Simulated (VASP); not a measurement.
# AlAs in VASP: notebook

AlAs is run at these levels: PBEsol; tasks: single point.

Program: VASP 6.6.1. These are calculated values, not measurements. Logs are shortened: lines on timing, memory, paths and dates and some standing lists are left out, and cuts for length are marked.

## Step 1: The cell of the first run

The cell holds a slab with vacuum, 12 atoms: a = 4.013 Å, b = 5.675 Å, c = 25.031 Å, α = 90.00°, β = 90.00°, γ = 90.00°.

## Step 2: Single point, PBEsol

INCAR

```
SYSTEM = AlAs
ALGO = Normal ; DIPOL = 0.5 0.5 0.500
EDIFF = 1E-6 ; ENCUT = 520
GGA = PS ; IDIPOL = 3
ISIF = 2 ; ISMEAR = 0
LASPH = .TRUE. ; LCHARG = .TRUE.
LDIPOL = .TRUE. ; LELF = .TRUE.
LREAL = .FALSE. ; LVACPOTAV = .TRUE.
LVHAR = .TRUE. ; LWAVE = .FALSE.
NBANDS = 36 ; NELM = 60
PREC = Accurate ; SIGMA = 0.05
```

KPOINTS

```
k-points
0
G
  7 5 1
  0 0 0
```

POSCAR

```
AlAs
1.0
    4.0125456559      0.0000000000      0.0000000000
    0.0000000000      5.6745964863      0.0000000000
    0.0000000000      0.0000000000     25.0313641398
Al As
6 6
Direct
    0.5000000000      0.5000000000      0.2996241019
    0.0000000000      0.0000000000      0.3797744611
    0.5000000000      0.5000000000      0.4599248204
    0.0000000000      0.0000000000      0.5400751796
    0.5000000000      0.5000000000      0.6202255389
    0.0000000000      0.0000000000      0.7003758981
    0.0000000000      0.2500000000      0.2996241019
    0.5000000000      0.7500000000      0.3797744611
    0.0000000000      0.2500000000      0.4599248204
    0.5000000000      0.7500000000      0.5400751796
    0.0000000000      0.2500000000      0.6202255389
    0.5000000000      0.7500000000      0.7003758981
```

Potentials or basis: VASP PAW PBE potentials, release 64 (Al, As).

On the command line:

```
cat potpaw_PBE.64/Al/POTCAR potpaw_PBE.64/As/POTCAR > POTCAR
mpirun -np 1 vasp_std > vasp.out
```

OUTCAR:

```text
SYSTEM = AlAs
   EDIFF = 1E-6
   ENCUT = 520
   GGA = PS
   ISIF = 2
   ISMEAR = 0
   LASPH = .TRUE.
   LREAL = .FALSE.
   NELM = 60
   PREC = Accurate

 ion  position               nearest neighbor table
   1  0.500  0.500  0.300-   8 2.46   7 2.46   7 2.46
   2  0.000  0.000  0.380-   7 2.46   8 2.46   8 2.46   9 2.46
   3  0.500  0.500  0.460-  10 2.46   9 2.46   9 2.46   8 2.46
   4  0.000  0.000  0.540-   9 2.46  10 2.46  10 2.46  11 2.46
   5  0.500  0.500  0.620-  12 2.46  11 2.46  11 2.46  10 2.46
   6  0.000  0.000  0.700-  11 2.46  12 2.46  12 2.46
   7  0.000  0.250  0.300-   2 2.46   1 2.46   1 2.46
   8  0.500  0.750  0.380-   1 2.46   2 2.46   2 2.46   3 2.46
   9  0.000  0.250  0.460-   4 2.46   3 2.46   3 2.46   2 2.46
  10  0.500  0.750  0.540-   3 2.46   4 2.46   4 2.46   5 2.46
  11  0.000  0.250  0.620-   6 2.46   5 2.46   5 2.46   4 2.46
  12  0.500  0.750  0.700-   5 2.46   6 2.46   6 2.46

  LATTYP: Found a simple orthorhombic cell.
 ALAT       =     4.0125456559
 B/A-ratio  =     1.4142135624
 C/A-ratio  =     6.2382752214

  Lattice vectors:

 A1 = (   4.0125456559,   0.0000000000,   0.0000000000)
 A2 = (   0.0000000000,   5.6745964863,   0.0000000000)
 A3 = (   0.0000000000,   0.0000000000,  25.0313641398)

Analysis of symmetry for initial positions (statically):
=====================================================================
 Subroutine PRICEL returns:
 Original cell was already a primitive cell.

 Routine SETGRP: Setting up the symmetry group for a
 simple orthorhombic supercell.

 Subroutine GETGRP returns: Found  4 space group operations
 (whereof  2 operations were pure point group operations)
 out of a pool of  8 trial point group operations.

The static configuration has the point symmetry C_1h.
 The point group associated with its full space group is C_2v.

Analysis of symmetry for dynamics (positions and initial velocities):
=====================================================================
 Subroutine PRICEL returns:
 Original cell was already a primitive cell.

 Routine SETGRP: Setting up the symmetry group for a
 simple orthorhombic supercell.

 Subroutine GETGRP returns: Found  4 space group operations
 (whereof  2 operations were pure point group operations)
 out of a pool of  8 trial point group operations.

The dynamic configuration has the point symmetry C_1h.
 The point group associated with its full space group is C_2v.

 Subroutine INISYM returns: Found  4 space group operations
 (whereof  2 operations are pure point group operations),
 and found     1 'primitive' translations

----------------------------------------------------------------------------------------

                                     Primitive cell

  volume of cell :     569.9536

  direct lattice vectors                    reciprocal lattice vectors
     4.012545656  0.000000000  0.000000000     0.249218348  0.000000000  0.000000000
     0.000000000  5.674596486  0.000000000     0.000000000  0.176223984  0.000000000
     0.000000000  0.000000000 25.031364140     0.000000000  0.000000000  0.039949880

  length of vectors
     4.012545656  5.674596486 25.031364140     0.249218348  0.176223984  0.039949880

  position of ions in fractional coordinates (direct lattice)
     0.500000000  0.500000000  0.299624102
     0.000000000  0.000000000  0.379774461
     0.500000000  0.500000000  0.459924820
     0.000000000  0.000000000  0.540075180
     0.500000000  0.500000000  0.620225539
     0.000000000  0.000000000  0.700375898
     0.000000000  0.250000000  0.299624102
     0.500000000  0.750000000  0.379774461
     0.000000000  0.250000000  0.459924820
     0.500000000  0.750000000  0.540075180
     0.000000000  0.250000000  0.620225539
     0.500000000  0.750000000  0.700375898

  ion indices of the primitive-cell ions
   primitive index   ion index
                 1           1
                 2           2
                 3           3
                 4           4
                 5           5
                 6           6
                 7           7
                 8           8
                 9           9
                10          10
                11          11
                12          12

----------------------------------------------------------------------------------------

 KPOINTS: k-points

Automatic generation of k-mesh.
 Grid dimensions read from file:
 generate k-points for:    7    5    1

 Generating k-lattice:

  Cartesian coordinates                     Fractional coordinates (reciprocal lattice)
     0.035602621  0.000000000  0.000000000     0.142857143  0.000000000  0.000000000
     0.000000000  0.035244797  0.000000000     0.000000000  0.200000000  0.000000000
     0.000000000  0.000000000  0.039949880     0.000000000  0.000000000  1.000000000

  Length of vectors
     0.035602621  0.035244797  0.039949880

  Shift w.r.t. Gamma in fractional coordinates (k-lattice)
     0.000000000  0.000000000  0.000000000

 Subroutine IBZKPT returns following result:
 ===========================================

 Found     12 irreducible k-points:

 Following reciprocal coordinates:
            Coordinates               Weight
  0.000000  0.000000  0.000000      1.000000
  0.142857  0.000000  0.000000      2.000000
  0.285714  0.000000  0.000000      2.000000
  0.428571  0.000000  0.000000      2.000000
  0.000000  0.200000  0.000000      2.000000
  0.142857  0.200000  0.000000      4.000000
  0.285714  0.200000  0.000000      4.000000
  0.428571  0.200000  0.000000      4.000000
  0.000000  0.400000  0.000000      2.000000
  0.142857  0.400000  0.000000      4.000000
  0.285714  0.400000  0.000000      4.000000
  0.428571  0.400000  0.000000      4.000000
   k-points           NKPTS =     12   k-points in BZ     NKDIM =     12   number of bands    NBANDS=     36
   number of dos      NEDOS =    301   number of ions     NIONS =     12
   total plane-waves  NPLWV = 241920
   dimension x,y,z NGX =    30 NGY =   42 NGZ =  192
   dimension x,y,z NGXF=    60 NGYF=   84 NGZF=  384
   ions per type =               6   6
   NGX,Y,Z   is equivalent  to a cutoff of  12.43, 12.30, 12.75 a.u.
   NGXF,Y,Z  is equivalent  to a cutoff of  24.86, 24.61, 25.50 a.u.
 SYSTEM =  AlAs
   PREC   = accura    normal or accurate (medium, high low for compatibility)
   ISTART =      0    job   : 0-new  1-cont  2-samecut
   ICHARG =      2    charge: 1-file 2-atom 10-const
   ISPIN  =      1    spin polarized calculation?
   LNONCOLLINEAR =      F non collinear calculations
   LSORBIT =      F    spin-orbit coupling
   LASPH  =      T    aspherical Exc in radial PAW
   ENCUT  =  520.0 eV  38.22 Ry    6.18 a.u.   7.46 10.55 46.54*2*pi/ulx,y,z
   NELM   =     60;   NELMIN=  2; NELMDL= -5     # of ELM steps
   EDIFF  = 0.1E-05   stopping-criterion for ELM
   LREAL  =      F    real-space projection
   EDIFFG = 0.1E-04   stopping-criterion for IOM
   NSW    =      0    number of steps for IOM
   IBRION =     -1    ionic relax: 0-MD 1-quasi-New 2-CG
   NFREE  =      0    steps in history (QN), initial steepest desc. (CG)
   ISIF   =      2    stress and relaxation
   ISYM   =      2    0-nonsym 1-usesym 2-fastsym
   POTIM  = 0.5000    time-step for ionic-motion
   TEBEG  =    0.0;   TEEND  =   0.0 temperature during run
   PSTRESS=    0.0 pullay stress
   NELECT =      48.0000    total number of electrons
   NUPDOWN=      -1.0000    fix difference up-down
   EMIN   =  10.00;   EMAX   =-10.00  energy-range for DOS
   EFERMI =   0.00;   METHOD = LEGACY
   ISMEAR =     0;   SIGMA  =   0.05  broadening in eV -4-tet -1-fermi 0-gaus
   EFERMI_NEDOS =   21; number of points for ismear=-14 and -15
   IALGO  =     38    algorithm
   IMIX   =      4    mixing-type and parameters
     AMIX     =   0.40;   BMIX     =  1.00
     AMIX_MAG =   1.60;   BMIX_MAG =  1.00
  volume/ion in A,a.u.               =      47.50       320.52
  Fermi-wavevector in a.u.,A,eV,Ry     =   0.717588  1.356045  7.006090  0.514933
  Thomas-Fermi vector in A             =   1.806307
   LORBIT       =      0    0 simple, 1 ext, 2 COOP (PROOUT), +10 PAW based schemes
   GGA     = PS    functional components
   LHFCALC =     F    Hartree Fock is set to
   AEXX    =    0.0000 exact exchange contribution
   IVDW    =     0    specifies the selected vdW correction
   LEPSILON=     F    determine dielectric tensor
   LRPA    =     F    only Hartree local field effects (RPA)
 non-spin polarized calculation
 Gauss-broadening in eV      SIGMA  =   0.05
  energy-cutoff  :      520.00
  volume of cell :      569.95
 maximum number of plane-waves:     15403
 NGX is ok and might be reduce to    30
   NGX = 15   NGY = 21   NGZ = 93

 dipolmoment           0.000000      0.000000     -0.000000 electrons x Angstroem

 number of electron      48.0000005 magnetization

 dipolmoment           0.000000      0.000000      0.000000 electrons x Angstroem

 Free energy of the ion-electron system (eV)
  ---------------------------------------------------
  ext. energy  EPLUGINS =         0.00000000
  ---------------------------------------------------
  free energy    TOTEN  =       -56.65478452 eV

  energy without entropy =      -56.65478452  energy(sigma->0) =      -56.65478452

 E-fermi :  -0.4296     XC(G=0):  -5.0346

 val. band max:       -0.6832480736   @ k =   0.0000   0.2000   0.0000
 cond. band min:       0.0645086629   @ k =   0.0000   0.0000   0.0000
 fundamental gap:      0.7477567365
 Fermi energy:        -0.4295916370

 k-point     1 :       0.0000    0.0000    0.0000
  band No.  band energies     occupation
      1     -12.4527      2.00000
      2     -12.0001      2.00000
      3     -11.3405      2.00000
      4     -10.7726      2.00000
      5     -10.4725      2.00000
      6     -10.4379      2.00000
[... 28 lines left out ...]
     35       3.6395      0.00000
     36       3.7034      0.00000
[... 398 lines left out ...]
      6     -10.1658      2.00000
[... 28 lines left out ...]
     35       4.1020      0.00000
     36       4.2434      0.00000

------------------------ aborting loop because EDIFF is reached ----------------------------------------

  FORCE on cell =-STRESS in cart. coord.  units (eV):
  Direction    XX          YY          ZZ          XY          YZ          ZX
  --------------------------------------------------------------------------------------
  -------------------------------------------------------------------------------------
  Total       -2.4275876     -2.7555128      0.1027452      0.0000000      0.0000000      0.0000000
  in kB       -6.8241098     -7.7459291      0.2888235      0.0000000      0.0000000      0.0000000
  external PRESSURE =      -4.7604052 kB  Pullay stress =       0.0000000 kB

 VOLUME and BASIS-vectors are now :
 -----------------------------------------------------------------------------
  energy-cutoff  :      520.00
  volume of cell :      569.95
      direct lattice vectors                 reciprocal lattice vectors
     4.012545656  0.000000000  0.000000000     0.249218348  0.000000000  0.000000000
     0.000000000  5.674596486  0.000000000     0.000000000  0.176223984  0.000000000
     0.000000000  0.000000000 25.031364140     0.000000000  0.000000000  0.039949880

 POSITION                                       TOTAL-FORCE (eV/Angst)
 -----------------------------------------------------------------------------------
      2.00627      2.83730      7.50000         0.000000     -1.105781      1.349101
      0.00000      0.00000      9.50627         0.000000      0.323867      0.094348
      2.00627      2.83730     11.51255         0.000000     -0.175131      0.119880
      0.00000      0.00000     13.51882         0.000000     -0.175131     -0.119880
      2.00627      2.83730     15.52509         0.000000      0.323867     -0.094348
      0.00000      0.00000     17.53136         0.000000     -1.105781     -1.349101
      0.00000      1.41865      7.50000         0.000000      0.363213     -1.166062
      2.00627      4.25595      9.50627         0.000000      0.534226     -0.509888
      0.00000      1.41865     11.51255         0.000000      0.059607      0.156966
      2.00627      4.25595     13.51882         0.000000      0.059607     -0.156966
      0.00000      1.41865     15.52509         0.000000      0.534226      0.509888
      2.00627      4.25595     17.53136         0.000000      0.363213      1.166062
 -----------------------------------------------------------------------------------
    total drift:                                0.000000      0.000039     -0.000000

  FREE ENERGIE OF THE ION-ELECTRON SYSTEM (eV)
  ---------------------------------------------------
  free  energy   TOTEN  =       -56.6547845184 eV

  energy  without entropy=      -56.6547845184  energy(sigma->0) =      -56.65478452

 vacuum level on the upper side and lower side of the slab         4.170         4.170
```

Run time: 12 min. Hardware: 1 thread of Intel Xeon 8259CL, shared host; peak memory 0.61 GiB.

What came out:

```
Free energy            : -56.6548 eV
Largest force          : 1.744 eV/Å
Band gap on the k mesh : 0.75 eV (least direct gap 0.81 eV)
```

Forces in eV/Å, atoms in the order of the input:
```
Al   0.000 -1.106  1.349
Al   0.000  0.324  0.094
Al   0.000 -0.175  0.120
Al   0.000 -0.175 -0.120
Al   0.000  0.324 -0.094
Al   0.000 -1.106 -1.349
As   0.000  0.363 -1.166
As   0.000  0.534 -0.510
As   0.000  0.060  0.157
As   0.000  0.060 -0.157
As   0.000  0.534  0.510
As   0.000  0.363  1.166
```

Caveat: semilocal functionals underestimate gaps, and a narrow one can read as zero; the PAW data sets were made with another functional, which shifts forces and pressure a little.

## Step 3: Single point, PBEsol

INCAR

```
ALGO     = Normal         # electronic algorithm
DIPOL    = 0.5 0.5 0.500
EDIFF    = 1E-7           # SCF threshold, eV
ENCUT    = 520            # plane-wave cutoff, eV
GGA      = PS             # functional
IDIPOL   = 3            
ISIF     = 2              # what is computed and relaxed
ISMEAR   = 0              # smearing method
LASPH    = T              # aspherical terms in the spheres
LCHARG   = F              # write CHGCAR
LDIPOL   = T            
LREAL    = F              # projectors in reciprocal space
LWAVE    = F              # write WAVECAR
NBANDS   = 36             # bands
NELM     = 80             # most SCF steps
PREC     = Accurate       # precision mode
SIGMA    = 0.05           # smearing width, eV
```

KPOINTS

```
k-points
0
Gamma
  7 5 1
```

POSCAR

```
AlAs
1.0
    4.0125456559      0.0000000000      0.0000000000
    0.0000000000      5.6745964863      0.0000000000
    0.0000000000      0.0000000000     25.0313641398
Al As
6 6
Direct
    0.5000000000      0.4388599917      0.3200400900
    0.0000000000      0.0213167481      0.3754859353
    0.5000000000      0.5173921994      0.4616711370
    0.0000000000      0.0174054971      0.5383345063
    0.5000000000      0.5213264486      0.6245170767
    0.0000000000     -0.0611040635      0.6799553504
    0.0000000000      0.2370289016      0.2902645890
    0.5000000000      0.7706282887      0.3810958207
    0.0000000000      0.2647023149      0.4579842240
    0.5000000000      0.7647082888      0.5420170193
    0.0000000000      0.2706641369      0.6189005957
    0.5000000000      0.7370712478      0.7097336555
```

Potentials or basis: VASP PAW PBE potentials, release 64 (Al, As).

On the command line:

```
cat potpaw_PBE.64/Al/POTCAR potpaw_PBE.64/As/POTCAR > POTCAR
mpirun -np 1 vasp_std > vasp.out
```

Wall time 12 min (1 thread of Intel Xeon 8259CL, shared host); peak memory 0.61 GiB.

The run converged. Its results:

| Quantity | Value |
| --- | --- |
| Free energy | -58.0912 eV |
| Largest force | 0.041 eV/Å |
| Band gap on the k mesh | 0.95 eV (least direct gap 1.48 eV) |

Forces in eV/Å, atoms in the order of the input:
```
Al   0.000  0.007  0.001
Al   0.000  0.002 -0.001
Al   0.000  0.002 -0.004
Al   0.000  0.001  0.003
Al   0.000  0.003  0.000
Al   0.000  0.007 -0.001
As   0.000 -0.013 -0.039
As   0.000  0.008 -0.002
As   0.000 -0.005  0.000
As   0.000 -0.005  0.001
As   0.000  0.007  0.003
As   0.000 -0.013  0.039
```

Levels at points of the mesh, in eV from the valence-band top:
| k point | band 20 | band 21 | band 22 | band 23 | band 24 | band 25 | band 26 | band 27 | band 28 | band 29 |
| --- | --- | --- | --- | --- | --- | --- | --- | --- | --- | --- |
| (0.00, 0.00, 0.00) | -0.56 | -0.39 | -0.27 | -0.18 | 0.00 | 1.48 | 1.80 | 2.11 | 2.26 | 2.82 |

Caveat: the PAW data sets were made with another functional, which shifts forces and pressure a little.
